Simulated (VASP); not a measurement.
# LiF (I4/mmm) in VASP: a series of runs

LiF is run at these levels: PBE; tasks: single point.

Everything below comes from runs of VASP 6.6.1. Logs are shortened: lines on timing, memory, paths and dates and some standing lists are left out, and cuts for length are marked.

**1. The cell of the first run**

It takes space group I4/mmm (No. 139, tetragonal). Conventional cell: a = 2.848 Å, b = 2.848 Å, c = 3.947 Å, α = 90.00°, β = 90.00°, γ = 90.00°. Li (site symmetry 4/mmm) has 6 F at 1.97 to 2.01 Å within 2.6 Å. Within 2.6 Å of F (site symmetry 4/mmm) lie 6 Li at 1.97 to 2.01 Å.

**2. Single point, PBE (strain -0.0200 x Voigt [0, 1, 0, 0, 0, 0])**

Input file INCAR:

```
PREC = Accurate
ENCUT = 520
EDIFF = 1E-6
ISMEAR = 0
SIGMA = 0.05
LREAL = F
LASPH = T
NELM = 100
ALGO = Normal
ISIF = 2
LWAVE = F
LCHARG = T
GGA = PE
LELF = T
LVHAR = T
NBANDS = 12
```

Input file KPOINTS:

```
regular mesh
0
Gamma
  10 10 10
```

Input file POSCAR:

```
LiF
1.0
    0.0000000000      1.9737200000      2.0140000000
    2.0140000000      0.0000000000      2.0140000000
    2.0140000000      1.9737200000      0.0000000000
Li F
1 1
Direct
    0.0000000000      0.0000000000      0.0000000000
    0.5000000000      0.5000000000      0.5000000000
```

Potentials or basis: VASP PAW PBE potentials, release 64 (Li_sv, F).

Command:

```console
cat potpaw_PBE.64/Li_sv/POTCAR potpaw_PBE.64/F/POTCAR > POTCAR
mpirun -np 1 vasp_std > vasp.out
```

OUTCAR:

```text
PREC = Accurate
   ENCUT = 520
   EDIFF = 1E-6
   ISMEAR = 0
   LREAL = F
   LASPH = T
   NELM = 100
   ISIF = 2
   GGA = PE

 ion  position               nearest neighbor table
   1  0.000  0.000  0.000-   2 1.97   2 1.97   2 2.01   2 2.01   2 2.01   2 2.01
   2  0.500  0.500  0.500-   1 1.97   1 1.97   1 2.01   1 2.01   1 2.01   1 2.01

  LATTYP: Found a body centered tetragonal cell.
 ALAT       =     2.8482261146
 C/A-ratio  =     1.3859292911

  Lattice vectors:

 A1 = (   0.0000000000,  -1.9737200000,   2.0140000000)
 A2 = (   0.0000000000,  -1.9737200000,  -2.0140000000)
 A3 = (   2.0140000000,   1.9737200000,   0.0000000000)

Analysis of symmetry for initial positions (statically):
=====================================================================
 Subroutine PRICEL returns:
 Original cell was already a primitive cell.

 Routine SETGRP: Setting up the symmetry group for a
 body centered tetragonal supercell.

 Subroutine GETGRP returns: Found 16 space group operations
 (whereof 16 operations were pure point group operations)
 out of a pool of 16 trial point group operations.

The static configuration has the point symmetry D_4h.

Analysis of symmetry for dynamics (positions and initial velocities):
=====================================================================
 Subroutine PRICEL returns:
 Original cell was already a primitive cell.

 Routine SETGRP: Setting up the symmetry group for a
 body centered tetragonal supercell.

 Subroutine GETGRP returns: Found 16 space group operations
 (whereof 16 operations were pure point group operations)
 out of a pool of 16 trial point group operations.

The dynamic configuration has the point symmetry D_4h.

 Subroutine INISYM returns: Found 16 space group operations
 (whereof 16 operations are pure point group operations),
 and found     1 'primitive' translations

----------------------------------------------------------------------------------------

                                     Primitive cell

  volume of cell :      16.0116

  direct lattice vectors                    reciprocal lattice vectors
     0.000000000  1.973720000  2.014000000    -0.248262165  0.253328740  0.248262165
     2.014000000  0.000000000  2.014000000     0.248262165 -0.253328740  0.248262165
     2.014000000  1.973720000  0.000000000     0.248262165  0.253328740 -0.248262165

  length of vectors
     2.819887700  2.848226115  2.819887700     0.432947636  0.432947636  0.432947636

  position of ions in fractional coordinates (direct lattice)
     0.000000000  0.000000000  0.000000000
     0.500000000  0.500000000  0.500000000

  ion indices of the primitive-cell ions
   primitive index   ion index
                 1           1
                 2           2

----------------------------------------------------------------------------------------

 KPOINTS: regular mesh

Automatic generation of k-mesh.
 Grid dimensions read from file:
 generate k-points for:   10   10   10

 Generating k-lattice:

  Cartesian coordinates                     Fractional coordinates (reciprocal lattice)
    -0.024826216  0.025332874  0.024826216     0.100000000  0.000000000  0.000000000
     0.024826216 -0.025332874  0.024826216    -0.000000000  0.100000000 -0.000000000
     0.024826216  0.025332874 -0.024826216     0.000000000  0.000000000  0.100000000

  Length of vectors
     0.043294764  0.043294764  0.043294764

  Shift w.r.t. Gamma in fractional coordinates (k-lattice)
     0.000000000  0.000000000  0.000000000

 Subroutine IBZKPT returns following result:
 ===========================================

 Found    102 irreducible k-points:

 Following reciprocal coordinates:
            Coordinates               Weight
  0.000000  0.000000  0.000000      1.000000
  0.100000  0.000000 -0.000000      8.000000
  0.200000  0.000000 -0.000000      8.000000
  0.300000  0.000000  0.000000      8.000000
  0.400000  0.000000  0.000000      8.000000
  0.500000  0.000000 -0.000000      4.000000
[... 16 lines left out ...]
  0.300000  0.300000  0.000000      4.000000
  0.400000  0.300000  0.000000     16.000000
 [... further k-points ...]
   k-points           NKPTS =    102   k-points in BZ     NKDIM =    102   number of bands    NBANDS=     12
   number of dos      NEDOS =    301   number of ions     NIONS =      2
   total plane-waves  NPLWV =  13824
   dimension x,y,z NGX =    24 NGY =   24 NGZ =   24
   dimension x,y,z NGXF=    48 NGYF=   48 NGZF=   48
   ions per type =               1   1
   NGX,Y,Z   is equivalent  to a cutoff of  14.15, 14.01, 14.15 a.u.
   NGXF,Y,Z  is equivalent  to a cutoff of  28.30, 28.02, 28.30 a.u.
 SYSTEM =  unknown system
   PREC   = accura    normal or accurate (medium, high low for compatibility)
   ISTART =      0    job   : 0-new  1-cont  2-samecut
   ICHARG =      2    charge: 1-file 2-atom 10-const
   ISPIN  =      1    spin polarized calculation?
   LNONCOLLINEAR =      F non collinear calculations
   LSORBIT =      F    spin-orbit coupling
   LASPH  =      T    aspherical Exc in radial PAW
   ENCUT  =  520.0 eV  38.22 Ry    6.18 a.u.   5.24  5.30  5.24*2*pi/ulx,y,z
   NELM   =    100;   NELMIN=  2; NELMDL= -5     # of ELM steps
   EDIFF  = 0.1E-05   stopping-criterion for ELM
   LREAL  =      F    real-space projection
[... 7 lines left out ...]
   TEBEG  =    0.0;   TEEND  =   0.0 temperature during run
   PSTRESS=    0.0 pullay stress
   NELECT =      10.0000    total number of electrons
   NUPDOWN=      -1.0000    fix difference up-down
   EMIN   =  10.00;   EMAX   =-10.00  energy-range for DOS
   EFERMI =   0.00;   METHOD = LEGACY
   ISMEAR =     0;   SIGMA  =   0.05  broadening in eV -4-tet -1-fermi 0-gaus
   EFERMI_NEDOS =   21; number of points for ismear=-14 and -15
   IALGO  =     38    algorithm
   IMIX   =      4    mixing-type and parameters
     AMIX     =   0.40;   BMIX     =  1.00
     AMIX_MAG =   1.60;   BMIX_MAG =  1.00
  volume/ion in A,a.u.               =       8.01        54.03
  Fermi-wavevector in a.u.,A,eV,Ry     =   1.399362  2.644410 26.643111  1.958213
  Thomas-Fermi vector in A             =   2.522429
   LORBIT       =      0    0 simple, 1 ext, 2 COOP (PROOUT), +10 PAW based schemes
   GGA     = PE    functional components
   LHFCALC =     F    Hartree Fock is set to
   AEXX    =    0.0000 exact exchange contribution
   IVDW    =     0    specifies the selected vdW correction
   LEPSILON=     F    determine dielectric tensor
   LRPA    =     F    only Hartree local field effects (RPA)
 non-spin polarized calculation
 Gauss-broadening in eV      SIGMA  =   0.05
  energy-cutoff  :      520.00
  volume of cell :       16.01
 maximum number of plane-waves:       444
 NGX is ok and might be reduce to    24
   NGX = 11   NGY = 11   NGZ = 11

 number of electron      10.0000000 magnetization

 number of electron       9.9999994 magnetization

 Free energy of the ion-electron system (eV)
  ---------------------------------------------------
  ext. energy  EPLUGINS =         0.00000000
  ---------------------------------------------------
  free energy    TOTEN  =        -9.63029060 eV

  energy without entropy =       -9.63029060  energy(sigma->0) =       -9.63029060

 E-fermi :  -0.4967     XC(G=0): -10.0806

 val. band max:       -0.8789082678   @ k =   0.0000   0.0000   0.0000
 cond. band min:       8.3784523571   @ k =   0.0000   0.0000   0.0000
 fundamental gap:      9.2573606249
 Fermi energy:        -0.4966769165

 k-point     1 :       0.0000    0.0000    0.0000
  band No.  band energies     occupation
      1     -41.7697      2.00000
      2     -20.9249      2.00000
      3      -0.9304      2.00000
      4      -0.8789      2.00000
      5      -0.8789      2.00000
      6       8.3785      0.00000
      7      23.1843      0.00000
      8      23.1843      0.00000
      9      23.5766      0.00000
     10      23.5766      0.00000
     11      23.6702      0.00000
     12      23.7506      0.00000

 k-point     2 :       0.1000    0.0000   -0.0000
  band No.  band energies     occupation
      1     -41.7637      2.00000
      2     -20.8854      2.00000
      3      -1.1918      2.00000
      4      -0.9309      2.00000
      5      -0.9063      2.00000
      6       8.6666      0.00000
      7      20.5767      0.00000
      8      21.8816      0.00000
      9      22.2165      0.00000
     10      24.6539      0.00000
     11      24.6869      0.00000
     12      24.8692      0.00000

 k-point     3 :       0.2000    0.0000   -0.0000
  band No.  band energies     occupation
      1     -41.7478      2.00000
      2     -20.7779      2.00000
      3      -1.8948      2.00000
      4      -0.9835      2.00000
      5      -0.9766      2.00000
      6       9.3101      0.00000
      7      18.0978      0.00000
      8      20.3436      0.00000
      9      20.7224      0.00000
     10      25.7415      0.00000
     11      26.0343      0.00000
     12      26.1434      0.00000

 k-point     4 :       0.3000    0.0000    0.0000
  band No.  band energies     occupation
      1     -41.7280      2.00000
      2     -20.6393      2.00000
      3      -2.6758      2.00000
      4      -1.0607      2.00000
      5      -1.0443      2.00000
      6       9.8365      0.00000
      7      16.6373      0.00000
      8      19.0738      0.00000
      9      19.4584      0.00000
     10      27.1315      0.00000
     11      27.7430      0.00000
     12      27.8641      0.00000

 k-point     5 :       0.4000    0.0000    0.0000
  band No.  band energies     occupation
      1     -41.7120      2.00000
      2     -20.5223      2.00000
      3      -3.2587      2.00000
      4      -1.1265      2.00000
      5      -1.0915      2.00000
      6       9.9937      0.00000
      7      16.1407      0.00000
      8      18.2591      0.00000
      9      18.6373      0.00000
     10      28.7422      0.00000
     11      29.4818      0.00000
     12      29.7152      0.00000
[... 228 lines left out ...]
      1     -41.7070      2.00000
      2     -20.4538      2.00000
      3      -2.9483      2.00000
      4      -2.0740      2.00000
      5      -1.1343      2.00000
      6      11.2085      0.00000
      7      15.0669      0.00000
      8      18.6607      0.00000
      9      18.8505      0.00000
     10      28.1666      0.00000
     11      28.5730      0.00000
     12      29.0192      0.00000

 k-point    22 :      -0.2000    0.2000    0.0000
  band No.  band energies     occupation
      1     -41.7215      2.00000
      2     -20.5781      2.00000
      3      -2.5457      2.00000
      4      -1.7700      2.00000
      5      -1.0017      2.00000
      6      10.5622      0.00000
      7      15.8291      0.00000
      8      19.0711      0.00000
      9      19.4065      0.00000
     10      26.5342      0.00000
     11      27.1019      0.00000
     12      29.5766      0.00000

 k-point    23 :       0.3000    0.3000    0.0000
  band No.  band energies     occupation
      1     -41.7174      2.00000
      2     -20.4955      2.00000
      3      -2.8551      2.00000
      4      -1.6209      2.00000
      5      -1.5145      2.00000
      6      11.5080      0.00000
      7      17.2281      0.00000
      8      18.2999      0.00000
      9      19.7000      0.00000
     10      20.0096      0.00000
     11      33.8455      0.00000
     12      34.2748      0.00000

 k-point    24 :       0.4000    0.3000    0.0000
  band No.  band energies     occupation
      1     -41.7056      2.00000
      2     -20.3817      2.00000
      3      -3.2820      2.00000
      4      -1.8028      2.00000
      5      -1.6452      2.00000
      6      12.3134      0.00000
      7      16.0929      0.00000
      8      17.8153      0.00000
      9      19.5923      0.00000
     10      20.6795      0.00000
     11      33.3862      0.00000
     12      34.4583      0.00000

 [... further k-points ...]
[... 5 lines left out ...]
  --------------------------------------------------------------------------------------
  -------------------------------------------------------------------------------------
  Total        0.2686021      0.4562606      0.2686021      0.0000000      0.0000000      0.0000000
  in kB       26.8772879     45.6550754     26.8772879      0.0000000      0.0000000      0.0000000
  external PRESSURE =      33.1365504 kB  Pullay stress =       0.0000000 kB

 VOLUME and BASIS-vectors are now :
 -----------------------------------------------------------------------------
  energy-cutoff  :      520.00
  volume of cell :       16.01
      direct lattice vectors                 reciprocal lattice vectors
     0.000000000  1.973720000  2.014000000    -0.248262165  0.253328740  0.248262165
     2.014000000  0.000000000  2.014000000     0.248262165 -0.253328740  0.248262165
     2.014000000  1.973720000  0.000000000     0.248262165  0.253328740 -0.248262165

 POSITION                                       TOTAL-FORCE (eV/Angst)
 -----------------------------------------------------------------------------------
      0.00000      0.00000      0.00000         0.000000      0.000000     -0.000000
      2.01400      1.97372      2.01400        -0.000000      0.000000      0.000000
 -----------------------------------------------------------------------------------
    total drift:                               -0.000000     -0.000000      0.000000

  FREE ENERGIE OF THE ION-ELECTRON SYSTEM (eV)
  ---------------------------------------------------
  free  energy   TOTEN  =        -9.6302906042 eV

  energy  without entropy=       -9.6302906042  energy(sigma->0) =       -9.63029060
```

Wall time 24 s (1 thread of AMD EPYC 7R13 (Zen 3), shared host); peak memory 0.11 GiB.

Results:

- Free energy: -9.6303 eV
- Band gap on the k mesh: 9.26 eV, direct

Caveat: the cell differs from its parent crystal (strain -0.0200 x Voigt [0, 1, 0, 0, 0, 0]); the cutoff is under 1.25 times the usual one of these potentials, so pressure, stress and relaxed cells hold a basis-set (Pulay) error. A k mesh can miss the band edges.

**3. Single point, PBE (strain -0.0100 x Voigt [0, 1, 0, 0, 0, 0])**

Input file INCAR:

```
ALGO = Normal
EDIFF = 1E-6
ENCUT = 520
GGA = PE
ISIF = 2
ISMEAR = 0
LASPH = True
LCHARG = False
LREAL = False
LWAVE = False
NBANDS = 12
NELM = 60
PREC = Accurate
SIGMA = 0.05
```

Input file KPOINTS:

```
k-points
0
Gamma
  10 10 10
```

Input file POSCAR:

```
LiF
1.0
    0.0000000000      1.9938600000      2.0140000000
    2.0140000000      0.0000000000      2.0140000000
    2.0140000000      1.9938600000      0.0000000000
Li F
1 1
Direct
    0.0000000000      0.0000000000      0.0000000000
    0.5000000000      0.5000000000      0.5000000000
```

Potentials or basis: VASP PAW PBE potentials, release 64 (Li_sv, F).

Command:

```console
cat potpaw_PBE.64/Li_sv/POTCAR potpaw_PBE.64/F/POTCAR > POTCAR
mpirun -np 1 vasp_std > vasp.out
```

Wall time 20 s (1 thread of AMD EPYC 7R13 (Zen 3), shared host); peak memory 0.11 GiB.

It converged, with:

```yaml
Free_energy: -9.6347 eV
Band_gap_on_the_k_mesh: 9.17 eV, direct
```

Levels at points of the mesh, in eV from the valence-band top:
```csv
k point,band 3,band 4,band 5,band 6,band 7,band 8
"(0.00, 0.00, 0.00)",-0.02,0.00,0.00,9.17,24.01,24.01
"(0.50, 0.00, 0.00)",-2.55,-0.25,-0.23,10.82,16.85,18.88
"(0.50, 0.50, 0.00)",-3.06,-1.04,-0.98,14.84,16.56,17.56
"(0.50, 0.00, 0.50)",-3.05,-1.04,-1.04,15.02,16.42,17.58
```

Caveat: the cell differs from its parent crystal (strain -0.0100 x Voigt [0, 1, 0, 0, 0, 0]); the cutoff is under 1.25 times the usual one of these potentials, so pressure, stress and relaxed cells hold a basis-set (Pulay) error.

**4. Single point, PBE (strain -0.0150 x Voigt [0, 1, 0, 0, 0, 0])**

Input file INCAR:

```
PREC     = Accurate       # precision mode
ENCUT    = 520            # plane-wave cutoff, eV
EDIFF    = 1E-7           # SCF threshold, eV
ISMEAR   = 0              # smearing method
SIGMA    = 0.05           # smearing width, eV
LREAL    = False          # projectors in reciprocal space
LASPH    = True           # aspherical terms in the spheres
NELM     = 100            # most SCF steps
ALGO     = Normal         # electronic algorithm
ISIF     = 2              # what is computed and relaxed
LWAVE    = False          # write WAVECAR
LCHARG   = True           # write CHGCAR
GGA      = PE             # functional
LELF     = True           # ELF
LVHAR    = True         
NBANDS   = 12             # bands
```

Input file KPOINTS:

```
Automatic mesh
0
Gamma
  10 10 10
```

Input file POSCAR:

```
LiF
1.0
    0.0000000000      1.9837900000      2.0140000000
    2.0140000000      0.0000000000      2.0140000000
    2.0140000000      1.9837900000      0.0000000000
Li F
1 1
Direct
    0.0000000000      0.0000000000      0.0000000000
    0.5000000000      0.5000000000      0.5000000000
```

Command:

```console
cat potpaw_PBE.64/Li_sv/POTCAR potpaw_PBE.64/F/POTCAR > POTCAR
mpirun -np 1 vasp_std > vasp.out
```

It took 22 s on 1 thread of AMD EPYC 7R13 (Zen 3), shared host; peak memory 0.11 GiB.

The run converged. Its results:

```yaml
Free_energy: -9.6327 eV
Band_gap_on_the_k_mesh: 9.22 eV, direct
```

Levels at points of the mesh, in eV from the valence-band top:
```
           k point  band 2  band 3  band 4  band 5  band 6  band 7  band 8  band 9
(0.00, 0.00, 0.00)  -20.03   -0.04    0.00    0.00    9.22   24.04   24.04   24.40
(0.50, 0.00, 0.00)  -19.58   -2.57   -0.26   -0.23   10.84   16.91   18.87   19.15
(0.50, 0.50, 0.00)  -19.31   -3.09   -1.07   -0.97   14.85   16.60   17.62   20.36
(0.50, 0.00, 0.50)  -19.29   -3.07   -1.06   -1.06   15.13   16.40   17.64   20.26
```

Caveat: the cell differs from its parent crystal (strain -0.0150 x Voigt [0, 1, 0, 0, 0, 0]); the cutoff is under 1.25 times the usual one of these potentials, so pressure, stress and relaxed cells hold a basis-set (Pulay) error.

**5. Single point, PBE (strain +0.0150 x Voigt [0, 1, 0, 0, 0, 0])**

Input file INCAR:

```
PREC     = Accurate       # precision mode
ENCUT    = 520            # plane-wave cutoff, eV
EDIFF    = 1E-6           # SCF threshold, eV
ISMEAR   = 0              # smearing method
SIGMA    = 0.05           # smearing width, eV
LREAL    = F              # projectors in reciprocal space
LASPH    = T              # aspherical terms in the spheres
NELM     = 100            # most SCF steps
ALGO     = Normal         # electronic algorithm
ISIF     = 2              # what is computed and relaxed
LWAVE    = F              # write WAVECAR
LCHARG   = T              # write CHGCAR
GGA      = PE             # functional
LELF     = T              # ELF
LVHAR    = T            
NBANDS   = 12             # bands
```

KPOINTS is that of step 4.

Input file POSCAR:

```
LiF
1.0
    0.0000000000      2.0442100000      2.0140000000
    2.0140000000      0.0000000000      2.0140000000
    2.0140000000      2.0442100000      0.0000000000
Li F
1 1
Direct
    0.0000000000      0.0000000000      0.0000000000
    0.5000000000      0.5000000000      0.5000000000
```

Command:

```console
cat potpaw_PBE.64/Li_sv/POTCAR potpaw_PBE.64/F/POTCAR > POTCAR
mpirun -np 1 vasp_std > vasp.out
```

It took 24 s on 1 thread of AMD EPYC 7R13 (Zen 3), shared host; peak memory 0.11 GiB.

Results (log left out):

```
Free energy            : -9.6395 eV
Band gap on the k mesh : 8.93 eV, direct
```

Levels at points of the mesh, in eV from the valence-band top:
```
           k point  band 3  band 4  band 5  band 6  band 7  band 8
(0.00, 0.00, 0.00)   -0.03   -0.03    0.00    8.93   23.52   23.86
(0.50, 0.00, 0.00)   -2.49   -0.26   -0.23   10.67   16.54   18.63
(0.50, 0.50, 0.00)   -2.96   -1.06   -0.97   14.74   16.32   17.26
(0.50, 0.00, 0.50)   -2.97   -0.97   -0.97   14.47   16.51   17.23
```

Caveat: the cell differs from its parent crystal (strain +0.0150 x Voigt [0, 1, 0, 0, 0, 0]); the cutoff is under 1.25 times the usual one of these potentials, so pressure, stress and relaxed cells hold a basis-set (Pulay) error. A k mesh can miss the band edges.

**6. The runs side by side**

| cell | gap on the mesh (eV) |
| --- | --- |
| a = 2.820, b = 2.848 Å, angles 59.7, 60.7, 59.7°, 2 atoms | 9.26 |
| a = 2.834, b = 2.848 Å, angles 59.8, 60.3, 59.8°, 2 atoms | 9.17 |
| a = 2.827, b = 2.848 Å, angles 59.8, 60.5, 59.8°, 2 atoms | 9.22 |
| a = 2.870, b = 2.848 Å, angles 60.2, 59.5, 60.2°, 2 atoms | 8.93 |

Alike in all rows: task single point; level PBE; potentials or basis VASP PAW PBE potentials, release 64 (Li_sv, F); no spin polarisation; k mesh 10 × 10 × 10; cutoff (eV) 520; smearing gaussian 0.05 eV.

Caveats: the cutoff is under 1.25 times the usual one of these potentials, so pressure, stress and relaxed cells hold a basis-set (Pulay) error.

Absolute energies hang on the potentials; compare differences alone.
